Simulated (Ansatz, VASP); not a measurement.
# One calculation of Mo, two programs

INCAR

```
SYSTEM = Mo
  PREC = Accurate
  ENCUT = 400
  EDIFF = 1E-6
  ISMEAR = -1
  SIGMA = 0.01
  LREAL = .False.
  LASPH = .True.
  NELM = 200
  ALGO = Normal
  ISIF = 2
  LWAVE = .False.
  LCHARG = .False.
  ISPIN = 2
  MAGMOM = 8
  LORBIT = 11
  LMAXMIX = 4
  GGA = RE
  ISYM = 0
  NBANDS = 17
  GGA_COMPAT = .False.
```

KPOINTS

```
Automatic mesh
0
Gamma
  1 1 1
  0 0 0
```

POSCAR

```
Mo
1.0
   14.0000000000      0.0000000000      0.0000000000
    0.0000000000     14.4000000000      0.0000000000
    0.0000000000      0.0000000000     14.8000000000
Mo
1
Direct
    0.5000000000      0.5000000000      0.5000000000
```

Input for Ansatz:

```yaml
crystal:
  lattice:
    - [14.0, 0.0, 0.0]
    - [0.0, 14.4, 0.0]
    - [0.0, 0.0, 14.8]
  atoms:
    - { symbol: Mo, position: [0.5, 0.5, 0.5], spin: 8.0 }
  symmetry: { detect: false, time_reversal: true }
hamiltonian:
  xc: revpbe
  pseudopotentials:
    kind: paw
    azcp:
      Mo: "pseudopotentials/Mo.paw.azcp"
basis:
  ecutwfc: 420
  fft_grid_basis: typed
kpoints:
  mp_grid: { grid: [1, 1, 1], shift: [0, 0, 0] }
magnetization:
  spin_polarized: true
scf:
  occupations: { method: fermi_dirac, width: 0.01 }
```

Alike in both runs: task single point; functional revPBE; k mesh 1 × 1 × 1; occupations fermi-dirac, width 0.01 eV; collinear spin.

```csv
,VASP,Ansatz
version,VASP 6.6.1,Ansatz 0.2.0
potentials or method,"VASP PAW PBE potentials, release 64 (Mo_sv), cutoff 400 eV","plane waves (420 eV) with PAW, scalar-relativistic"
valence electrons in the cell,14,14
```

|  | VASP | Ansatz | Ansatz less VASP |
| --- | --- | --- | --- |
| gap on the k mesh at the Fermi level (eV) | 2.75 | 2.75 | -0.002 |
| net moment per atom (μB) | 6.00 | 6.00 | 0.000 |
| size of the moment on the site where the two differ most (μB) | 4.31 | 6.00 | +1.687 |

VASP's potentials were made for PBE, not for revPBE. Site moments also hang on the region over which each program counts them. Ansatz's warnings: given moment on shells.
